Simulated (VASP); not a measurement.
# MgB2 (P6/mmm) in VASP: settings compared, part 3 of 3

VASP 6.6.1.

### 5 Single point, r2SCAN

This run uses another cell than the first one, of 9.55 Å³/atom, 1.039 times its volume.

Input file POSCAR:

```
MgB2
1.0
    3.0705553558      0.0000000000      0.0000000000
   -1.5352776779      2.6591789418      0.0000000000
    0.0000000000      0.0000000000      3.5086786221
Mg B
1 2
Direct
    0.0000000000      0.0000000000      0.0000000000
    0.3333333333      0.6666666667      0.5000000000
    0.6666666667      0.3333333333      0.5000000000
```

Input file INCAR.step1:

```
SYSTEM = MgB2
  ALGO = Normal
  EDIFF = 1E-4
  ENCUT = 520
  GGA = PE
  ISMEAR = -1
  LASPH = .True.
  LCHARG = .False.
  LREAL = .False.
  LWAVE = .True.
  NBANDS = 11
  NELM = 60
  PREC = Accurate
  SIGMA = 0.1
```

Input file INCAR.step2:

```
SYSTEM = MgB2
  ALGO = Normal
  EDIFF = 1E-6
  ENCUT = 520
  ISIF = 2
  ISMEAR = -1
  ISTART = 1
  LASPH = .True.
  LCHARG = .False.
  LMIXTAU = .True.
  LREAL = .False.
  LWAVE = .False.
  METAGGA = R2SCAN
  NBANDS = 11
  NELM = 60
  PREC = Accurate
  SIGMA = 0.1
```

Input file KPOINTS:

```
k-points
0
Gamma
  12 12 9
  0 0 0
```

Potentials or basis: VASP PAW PBE potentials, release 64 (Mg, B).

Started as:

```console
> cat potpaw_PBE.64/Mg/POTCAR potpaw_PBE.64/B/POTCAR > POTCAR
> cp INCAR.step1 INCAR
> mpirun -np 1 vasp_std > vasp.out
> cp INCAR.step2 INCAR
> mpirun -np 1 vasp_std > vasp.out
```

OUTCAR:

```text
SYSTEM = MgB2
   EDIFF = 1E-6
   ENCUT = 520
   ISIF = 2
   ISMEAR = -1
   ISTART = 1
   LASPH = .True.
   LREAL = .False.
   METAGGA = R2SCAN
   NELM = 60
   PREC = Accurate

 ion  position               nearest neighbor table
   1  0.000  0.000  0.000-   2 2.49   3 2.49   2 2.49   3 2.49   2 2.49   2 2.49   3 2.49   3 2.49
                             3 2.49   3 2.49   2 2.49   2 2.49
   2  0.333  0.667  0.500-   3 1.77   3 1.77   3 1.77   1 2.49   1 2.49   1 2.49   1 2.49   1 2.49
                             1 2.49
   3  0.667  0.333  0.500-   2 1.77   2 1.77   2 1.77   1 2.49   1 2.49   1 2.49   1 2.49   1 2.49
                             1 2.49

  LATTYP: Found a hexagonal cell.
 ALAT       =     3.0705553558
 C/A-ratio  =     1.1426853502

  Lattice vectors:

 A1 = (   3.0705553558,   0.0000000000,   0.0000000000)
 A2 = (  -1.5352776779,   2.6591789418,   0.0000000000)
 A3 = (   0.0000000000,   0.0000000000,   3.5086786221)

Analysis of symmetry for initial positions (statically):
=====================================================================
 Subroutine PRICEL returns:
 Original cell was already a primitive cell.

 Routine SETGRP: Setting up the symmetry group for a
 hexagonal supercell.

 Subroutine GETGRP returns: Found 24 space group operations
 (whereof 24 operations were pure point group operations)
 out of a pool of 24 trial point group operations.

The static configuration has the point symmetry D_6h.

Analysis of symmetry for dynamics (positions and initial velocities):
=====================================================================
 Subroutine PRICEL returns:
 Original cell was already a primitive cell.

 Routine SETGRP: Setting up the symmetry group for a
 hexagonal supercell.

 Subroutine GETGRP returns: Found 24 space group operations
 (whereof 24 operations were pure point group operations)
 out of a pool of 24 trial point group operations.

The dynamic configuration has the point symmetry D_6h.

 Subroutine INISYM returns: Found 24 space group operations
 (whereof 24 operations are pure point group operations),
 and found     1 'primitive' translations

----------------------------------------------------------------------------------------

                                     Primitive cell

  volume of cell :      28.6489

  direct lattice vectors                    reciprocal lattice vectors
     3.070555356  0.000000000  0.000000000     0.325673985  0.188027963  0.000000000
    -1.535277678  2.659178942  0.000000000     0.000000000  0.376055926  0.000000000
     0.000000000  0.000000000  3.508678622     0.000000000  0.000000000  0.285007579

  length of vectors
     3.070555356  3.070555356  3.508678622     0.376055926  0.376055926  0.285007579

  position of ions in fractional coordinates (direct lattice)
     0.000000000  0.000000000  0.000000000
     0.333333333  0.666666667  0.500000000
     0.666666667  0.333333333  0.500000000

  ion indices of the primitive-cell ions
   primitive index   ion index
                 1           1
                 2           2
                 3           3

----------------------------------------------------------------------------------------

 KPOINTS: k-points

Automatic generation of k-mesh.
[... 49 lines left out ...]
   number of dos      NEDOS =    301   number of ions     NIONS =      3
   total plane-waves  NPLWV =  16128
   dimension x,y,z NGX =    24 NGY =   24 NGZ =   28
   dimension x,y,z NGXF=    48 NGYF=   48 NGZF=   56
   ions per type =               1   2
   NGX,Y,Z   is equivalent  to a cutoff of  12.99, 12.99, 13.27 a.u.
   NGXF,Y,Z  is equivalent  to a cutoff of  25.99, 25.99, 26.53 a.u.
 SYSTEM =  MgB2
   PREC   = accura    normal or accurate (medium, high low for compatibility)
   ISTART =      1    job   : 0-new  1-cont  2-samecut
   ICHARG =      0    charge: 1-file 2-atom 10-const
   ISPIN  =      1    spin polarized calculation?
   LNONCOLLINEAR =      F non collinear calculations
   LSORBIT =      F    spin-orbit coupling
   LASPH  =      T    aspherical Exc in radial PAW
   ENCUT  =  520.0 eV  38.22 Ry    6.18 a.u.   5.71  5.71  6.52*2*pi/ulx,y,z
   NELM   =     60;   NELMIN=  2; NELMDL=  0     # of ELM steps
   EDIFF  = 0.1E-05   stopping-criterion for ELM
   LREAL  =      F    real-space projection
   EDIFFG = 0.1E-04   stopping-criterion for IOM
   NSW    =      0    number of steps for IOM
   IBRION =     -1    ionic relax: 0-MD 1-quasi-New 2-CG
   NFREE  =      0    steps in history (QN), initial steepest desc. (CG)
   ISIF   =      2    stress and relaxation
   ISYM   =      2    0-nonsym 1-usesym 2-fastsym
   POTIM  = 0.5000    time-step for ionic-motion
   TEBEG  =    0.0;   TEEND  =   0.0 temperature during run
   PSTRESS=    0.0 pullay stress
   NELECT =       8.0000    total number of electrons
   NUPDOWN=      -1.0000    fix difference up-down
   EMIN   =  10.00;   EMAX   =-10.00  energy-range for DOS
   EFERMI =   0.00;   METHOD = LEGACY
   ISMEAR =    -1;   SIGMA  =   0.10  broadening in eV -4-tet -1-fermi 0-gaus
   EFERMI_NEDOS =   21; number of points for ismear=-14 and -15
   IALGO  =     38    algorithm
   IMIX   =      4    mixing-type and parameters
     AMIX     =   0.40;   BMIX     =  1.00
     AMIX_MAG =   1.60;   BMIX_MAG =  1.00
  volume/ion in A,a.u.               =       9.55        64.44
  Fermi-wavevector in a.u.,A,eV,Ry     =   1.070045  2.022092 15.578627  1.144997
  Thomas-Fermi vector in A             =   2.205743
   LORBIT       =      0    0 simple, 1 ext, 2 COOP (PROOUT), +10 PAW based schemes
   METAGGA = R2SCAN    functional components
   LHFCALC =     F    Hartree Fock is set to
   AEXX    =    0.0000 exact exchange contribution
   IVDW    =     0    specifies the selected vdW correction
   LEPSILON=     F    determine dielectric tensor
   LRPA    =     F    only Hartree local field effects (RPA)
 non-spin polarized calculation
  energy-cutoff  :      520.00
  volume of cell :       28.65
 maximum number of plane-waves:       782
 NGX is ok and might be reduce to    24
   NGX = 11   NGY = 11   NGZ = 13

 number of electron       8.0000000 magnetization

 Free energy of the ion-electron system (eV)
  ---------------------------------------------------
  ext. energy  EPLUGINS =         0.00000000
  ---------------------------------------------------
  free energy    TOTEN  =       -19.41486588 eV

  energy without entropy =      -19.39406780  energy(sigma->0) =      -19.40446684

 E-fermi :   5.3443     XC(G=0): -11.5864

 val. band max:        5.3086482320   @ k =   0.4167   0.1667   0.1111
 cond. band min:       5.3851200462   @ k =   0.2500   0.2500   0.0000
 fundamental gap:      0.0764718142
 Fermi energy:         5.3442893159

 k-point     1 :       0.0000    0.0000    0.0000
  band No.  band energies     occupation
      1      -7.9375      2.00000
      2       2.2058      2.00000
      3       5.7593      0.03105
      4       5.7593      0.03103
      5       7.3612      0.00000
      6      12.0466      0.00000
      7      12.0466      0.00000
      8      14.0011      0.00000
      9      16.2873      0.00000
     10      19.3471      0.00000
     11      22.7603      0.00000
[... 309 lines left out ...]
 k-point    24 :       0.3333    0.0000    0.1111
  band No.  band energies     occupation
      1      -5.8192      2.00000
      2      -0.0360      2.00000
      3       3.3740      2.00000
      4       3.5377      2.00000
      5       9.4705      0.00000
      6      10.4003      0.00000
      7      11.3529      0.00000
      8      15.6915      0.00000
      9      18.1652      0.00000
     10      19.0323      0.00000
     11      19.1461      0.00000

 [... further k-points ...]

------------------------ aborting loop because EDIFF is reached ----------------------------------------

  FORCE on cell =-STRESS in cart. coord.  units (eV):
  Direction    XX          YY          ZZ          XY          YZ          ZX
  --------------------------------------------------------------------------------------
  -------------------------------------------------------------------------------------
  Total       -0.0646766     -0.0646766     -0.1462311      0.0000000     -0.0000000      0.0000000
  in kB       -3.6170087     -3.6170087     -8.1779098      0.0000000     -0.0000000      0.0000000
  external PRESSURE =      -5.1373091 kB  Pullay stress =       0.0000000 kB

 VOLUME and BASIS-vectors are now :
 -----------------------------------------------------------------------------
  energy-cutoff  :      520.00
  volume of cell :       28.65
      direct lattice vectors                 reciprocal lattice vectors
     3.070555356  0.000000000  0.000000000     0.325673985  0.188027963  0.000000000
    -1.535277678  2.659178942  0.000000000     0.000000000  0.376055926  0.000000000
     0.000000000  0.000000000  3.508678622     0.000000000  0.000000000  0.285007579

 POSITION                                       TOTAL-FORCE (eV/Angst)
 -----------------------------------------------------------------------------------
      0.00000      0.00000      0.00000        -0.000000      0.000000      0.000000
     -0.00000      1.77279      1.75434        -0.000000      0.000000      0.000000
      1.53528      0.88639      1.75434         0.000000     -0.000000      0.000000
 -----------------------------------------------------------------------------------
    total drift:                                0.000000     -0.000000      0.000000

  FREE ENERGIE OF THE ION-ELECTRON SYSTEM (eV)
  ---------------------------------------------------
  free  energy   TOTEN  =       -19.4148658770 eV

  energy  without entropy=      -19.3940678001  energy(sigma->0) =      -19.40446684
```

Wall time 48 s (1 thread of AMD EPYC 9R45 (Zen 5), shared host); peak memory 0.14 GiB.

Results:

- Free energy: -19.4149 eV
- Pressure: -0.5 GPa
- Band gap on the k mesh: zero (band 4 reaches 7.27 eV, above the bottom of band 5 at 3.35 eV)

Levels at points of the mesh, in eV from the Fermi level:
```
           k point  band 1  band 2  band 3  band 4  band 5  band 6  band 7  band 8  band 9
(0.00, 0.00, 0.00)  -13.28   -3.14    0.42    0.42    2.02    6.70    6.70    8.66   10.94
(0.50, 0.00, 0.00)   -9.20   -8.32   -2.32    0.22    3.34    4.18    5.85    8.02   13.72
```

Caveat: the PAW data sets were made with another functional, which shifts forces and pressure a little.

### 6 Single point, r2SCAN

This run uses another cell than the first one, of 9.55 Å³/atom, 1.039 times its volume.

Input file POSCAR:

```
MgB2
1.0
    3.0705553600      0.0000000000      0.0000000000
   -1.5352776800      2.6591789400      0.0000000000
    0.0000000000      0.0000000000      3.5086786200
Mg B
1 2
Direct
    0.0000000000      0.0000000000      0.0000000000
    0.3333333300      0.6666666700      0.5000000000
    0.6666666700      0.3333333300      0.5000000000
```

Input file INCAR.step1:

```
SYSTEM = MgB2
PREC     = Accurate       ! precision mode
ENCUT    = 520            ! plane-wave cutoff, eV
ISMEAR   = -1             ! smearing method
SIGMA    = 0.1            ! smearing width, eV
LREAL    = .FALSE.        ! projectors in reciprocal space
LASPH    = .TRUE.         ! aspherical terms in the spheres
NELM     = 80             ! most SCF steps
NBANDS   = 11             ! bands
GGA      = PE             ! functional
ALGO     = Normal         ! electronic algorithm
EDIFF    = 1E-4           ! SCF threshold, eV
LWAVE    = .TRUE.         ! write WAVECAR
LCHARG   = .FALSE.        ! write CHGCAR
```

Input file INCAR.step2:

```
SYSTEM = MgB2
PREC     = Accurate       ! precision mode
ENCUT    = 520            ! plane-wave cutoff, eV
EDIFF    = 1E-6           ! SCF threshold, eV
ISMEAR   = -1             ! smearing method
SIGMA    = 0.1            ! smearing width, eV
LREAL    = .FALSE.        ! projectors in reciprocal space
LASPH    = .TRUE.         ! aspherical terms in the spheres
NELM     = 80             ! most SCF steps
ALGO     = Normal         ! electronic algorithm
ISIF     = 2              ! what is computed and relaxed
LWAVE    = .FALSE.        ! write WAVECAR
LCHARG   = .FALSE.        ! write CHGCAR
METAGGA  = R2SCAN         ! meta-GGA
LMIXTAU  = .TRUE.       
NBANDS   = 11             ! bands
ISTART   = 1
```

Input file KPOINTS:

```
regular mesh
0
G
  13 13 10
  0 0 0
```

Potentials or basis: VASP PAW PBE potentials, release 64 (Mg, B).

Started as:

```console
> cat potpaw_PBE.64/Mg/POTCAR potpaw_PBE.64/B/POTCAR > POTCAR
> cp INCAR.step1 INCAR
> mpirun -np 1 vasp_std > vasp.out
> cp INCAR.step2 INCAR
> mpirun -np 1 vasp_std > vasp.out
```

Wall time 66 s (1 thread of AMD EPYC 9R45 (Zen 5), shared host); peak memory 0.15 GiB.

Results (log left out):

* Free energy: -19.4145 eV
* Pressure: -0.5 GPa
* Band gap on the k mesh: zero (band 4 reaches 6.72 eV, above the bottom of band 5 at 3.81 eV)

Stress tensor (GPa, compression positive):
```
-0.76  0.00  0.00
 0.00 -0.76  0.00
 0.00  0.00 -0.11
```

Levels at points of the mesh, in eV from the Fermi level:
```tsv
k point	band 1	band 2	band 3	band 4	band 5	band 6	band 7	band 8
(0.00, 0.00, 0.00)	-13.28	-3.14	0.42	0.42	2.02	6.70	6.70	8.66
(0.00, 0.00, 0.50)	-11.99	-7.78	0.82	0.82	7.02	7.02	8.69	10.60
```

Caveat: the PAW data sets were made with another functional, which shifts forces and pressure a little.

### 7 Overview

| level | potentials or basis | cell | k mesh | gap on the mesh (eV) | pressure (GPa) |
| --- | --- | --- | --- | --- | --- |
| LDA | VASP PAW LDA potentials, release 64 (Mg, B) | a = 3.038, b = 3.038, c = 3.450 Å, angles 90.0, 90.0, 120.0°, 3 atoms | 12 × 12 × 9 | none | -0.7 |
| PBEsol | VASP PAW PBE potentials, release 64 (Mg, B) | a = 3.065, b = 3.065, c = 3.492 Å, angles 90.0, 90.0, 120.0°, 3 atoms | 12 × 12 × 9 | none | 0.0 |
| PBE | VASP PAW PBE potentials, release 64 (Mg, B) | a = 3.076, b = 3.076, c = 3.520 Å, angles 90.0, 90.0, 120.0°, 3 atoms | 12 × 12 × 9 | none | -0.3 |
| r2SCAN | VASP PAW PBE potentials, release 64 (Mg, B) | a = 3.071, b = 3.071, c = 3.509 Å, angles 90.0, 90.0, 120.0°, 3 atoms | 12 × 12 × 9 | none | -0.5 |
| r2SCAN | VASP PAW PBE potentials, release 64 (Mg, B) | a = 3.071, b = 3.071, c = 3.509 Å, angles 90.0, 90.0, 120.0°, 3 atoms | 13 × 13 × 10 | none | -0.5 |

Alike in all rows: task single point; no spin polarisation; cutoff (eV) 520; smearing fermi-dirac 0.1 eV.

Caveats: the PAW data sets were made with another functional, which shifts forces and pressure a little (some runs).

Absolute energies hang on the potentials; compare differences alone.
